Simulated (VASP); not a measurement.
# GaAs (F-43m) in VASP: notebook, part 2 of 3

VASP 6.6.1.

## (3) Single point, r2SCANh+D4

POSCAR reads:

```
GaAs
1.0
    0.0000000000      2.8268500000      2.8268500000
    2.8268500000      0.0000000000      2.8268500000
    2.8268500000      2.8268500000      0.0000000000
As Ga
1 1
Direct
    0.2500000000      0.2500000000      0.2500000000
    0.0000000000      0.0000000000      0.0000000000
```

INCAR.step1 reads:

```
  PREC = Accurate
  ENCUT = 440
  EDIFF = 1E-5
  ISMEAR = 1
  SIGMA = 0.1
  LREAL = F
  LASPH = T
  NELM = 120
  ALGO = Normal
  ISIF = 2
  LWAVE = T
  LCHARG = F
  NBANDS = 16
  GGA = PE
  GGA_COMPAT = F
```

INCAR.step2 reads:

```
  PREC = Accurate
  ENCUT = 440
  EDIFF = 1E-6
  ISMEAR = 1
  SIGMA = 0.1
  LREAL = F
  LASPH = T
  NELM = 120
  ALGO = Normal
  ISIF = 2
  LWAVE = F
  LCHARG = F
  METAGGA = R2SCAN
  LHFCALC = T
  AEXX = 0.1
  LMIXTAU = T
  PRECFOCK = Normal
  IVDW = 13
  VDW_S6 = 1.0
  VDW_S8 = 0.8324
  VDW_A1 = 0.4944
  VDW_A2 = 5.9019
  NBANDS = 16
  ISTART = 1
  GGA_COMPAT = F
```

KPOINTS reads:

```
regular mesh
0
Gamma
  5 5 5
```

Potentials or basis: VASP PAW PBE potentials, release 64 (As, Ga_d).

Launch:

```console
cat potpaw_PBE.64/As/POTCAR potpaw_PBE.64/Ga_d/POTCAR > POTCAR
cp INCAR.step1 INCAR
mpirun -np 1 vasp_std > vasp.out
cp INCAR.step2 INCAR
mpirun -np 1 vasp_std > vasp.out
```

OUTCAR:

```text
PREC = Accurate
   ENCUT = 440
   EDIFF = 1E-6
   ISMEAR = 1
   LREAL = F
   LASPH = T
   NELM = 120
   ISIF = 2
   METAGGA = R2SCAN
   LHFCALC = T
   AEXX = 0.1
   PRECFOCK = Normal
   IVDW = 13
   ISTART = 1

 ion  position               nearest neighbor table
   1  0.250  0.250  0.250-   2 2.45   2 2.45   2 2.45   2 2.45
   2  0.000  0.000  0.000-   1 2.45   1 2.45   1 2.45   1 2.45

  LATTYP: Found a face centered cubic cell.
 ALAT       =     5.6537000000

  Lattice vectors:

 A1 = (   0.0000000000,   2.8268500000,   2.8268500000)
 A2 = (   2.8268500000,   0.0000000000,   2.8268500000)
 A3 = (   2.8268500000,   2.8268500000,   0.0000000000)

Analysis of symmetry for initial positions (statically):
=====================================================================
 Subroutine PRICEL returns:
 Original cell was already a primitive cell.

 Routine SETGRP: Setting up the symmetry group for a
 face centered cubic supercell.

 Subroutine GETGRP returns: Found 24 space group operations
 (whereof 24 operations were pure point group operations)
 out of a pool of 48 trial point group operations.
[... 153 lines left out ...]

  energy without entropy =      -26.22650722  energy(sigma->0) =      -26.22641446

 E-fermi :   3.5126     XC(G=0):  -9.3498

 val. band max:        3.4283699140   @ k =   0.0000   0.0000   0.0000
 cond. band min:       4.9501900934   @ k =   0.0000   0.0000   0.0000
 fundamental gap:      1.5218201794
 Fermi energy:         3.5125572334

 k-point     1 :       0.0000    0.0000    0.0000
  band No.  band energies     occupation
      1     -12.8410      2.00000
      2     -12.8410      2.00000
      3     -12.8410      2.00000
      4     -12.7529      2.00000
      5     -12.7529      2.00000
      6     -10.2490      2.00000
[... 167 lines left out ...]
      3     -12.7991      2.00000
      4     -12.7641      2.00000
      5     -12.7477      2.00000
      6      -7.7879      2.00000
[... 8 lines left out ...]
     15      15.9693      0.00000
     16      18.8564      0.00000

------------------------ aborting loop because EDIFF is reached ----------------------------------------

  DFT-D4 for vdW energy calculation

  Edisp (eV):   -0.32957

  FORCE on cell =-STRESS in cart. coord.  units (eV):
  Direction    XX          YY          ZZ          XY          YZ          ZX
  --------------------------------------------------------------------------------------
  -------------------------------------------------------------------------------------
  Total      -0.30273    -0.30273    -0.30273    -0.00000     0.00000     0.00000
  in kB     -10.73573   -10.73573   -10.73573    -0.00000     0.00000     0.00000
  external pressure =      -10.74 kB  Pullay stress =        0.00 kB

 VOLUME and BASIS-vectors are now :
 -----------------------------------------------------------------------------
  energy-cutoff  :      440.00
  volume of cell :       45.18
      direct lattice vectors                 reciprocal lattice vectors
     0.000000000  2.826850000  2.826850000    -0.176875321  0.176875321  0.176875321
     2.826850000  0.000000000  2.826850000     0.176875321 -0.176875321  0.176875321
     2.826850000  2.826850000  0.000000000     0.176875321  0.176875321 -0.176875321

 POSITION                                       TOTAL-FORCE (eV/Angst)
 -----------------------------------------------------------------------------------
      1.41342      1.41342      1.41342         0.000000      0.000000      0.000000
      0.00000      0.00000      0.00000        -0.000000     -0.000000     -0.000000
 -----------------------------------------------------------------------------------
    total drift:                               -0.000006     -0.000006     -0.000005

  FREE ENERGIE OF THE ION-ELECTRON SYSTEM (eV)
  ---------------------------------------------------
  free  energy   TOTEN  =       -26.5559336666 eV

  energy  without entropy=      -26.5560728163  energy(sigma->0) =      -26.55598005
```

OUTCAR.step1:

```text
PREC = Accurate
   ENCUT = 440
   EDIFF = 1E-5
   ISMEAR = 1
   LREAL = F
   LASPH = T
[... 393 lines left out ...]
 -----------------------------------------------------------------------------------
      1.41342      1.41342      1.41342         0.000000      0.000000      0.000000
      0.00000      0.00000      0.00000        -0.000000     -0.000000     -0.000000
 -----------------------------------------------------------------------------------
    total drift:                                0.000001      0.000001      0.000001

  FREE ENERGIE OF THE ION-ELECTRON SYSTEM (eV)
  ---------------------------------------------------
  free  energy   TOTEN  =        -8.1875658466 eV

  energy  without entropy=       -8.1877049965  energy(sigma->0) =       -8.18761223
```

OSZICAR.step1:

```text
N       E                     dE             d eps       ncg     rms          rms(c)
DAV:   1     0.766049550637E+02    0.76605E+02   -0.81480E+03   328   0.141E+03
DAV:   2    -0.250471403080E+01   -0.79110E+02   -0.75259E+02   344   0.285E+02
DAV:   3    -0.827369625280E+01   -0.57690E+01   -0.57500E+01   392   0.623E+01
DAV:   4    -0.835694326298E+01   -0.83247E-01   -0.83239E-01   392   0.817E+00
DAV:   5    -0.835801742924E+01   -0.10742E-02   -0.10742E-02   408   0.793E-01    0.293E+00
DAV:   6    -0.820688136402E+01    0.15114E+00   -0.22153E-01   480   0.805E+00    0.177E+00
DAV:   7    -0.818586284905E+01    0.21019E-01   -0.69536E-02   416   0.186E+00    0.570E-01
DAV:   8    -0.818696792240E+01   -0.11051E-02   -0.11208E-02   344   0.118E+00    0.115E-01
DAV:   9    -0.818743043734E+01   -0.46251E-03   -0.10320E-03   368   0.367E-01    0.509E-02
DAV:  10    -0.818750841585E+01   -0.77979E-04   -0.80467E-05   408   0.942E-02    0.279E-02
DAV:  11    -0.818756561423E+01   -0.57198E-04   -0.79178E-05   344   0.666E-02    0.318E-03
DAV:  12    -0.818756584664E+01   -0.23242E-06   -0.11778E-06   248   0.150E-02
   1 F= -.81875658E+01 E0= -.81876122E+01  d E =0.139150E-03
```

Wall time 15 min (1 thread of AMD EPYC 7R13 (Zen 3), shared host); peak memory 0.15 GiB.

What came out:

| Property | Result |
| --- | --- |
| Free energy | -26.5559 eV |
| Pressure | -1.1 GPa |
| Band gap on the k mesh | 1.52 eV |
| Dispersion energy per atom | -0.165 eV |

Levels at points of the mesh, in eV from the valence-band top:
```
           k point  band 6  band 7  band 8  band 9  band 10  band 11  band 12  band 13
(0.00, 0.00, 0.00)  -13.68    0.00    0.00    0.00     1.52     4.58     4.58     4.58
```

Caveat: the PAW data sets were made with another functional, which shifts forces and pressure a little; an odd mesh through Γ misses points on the zone boundary, where band edges can lie.

(Part 2 of 3 ends here.)
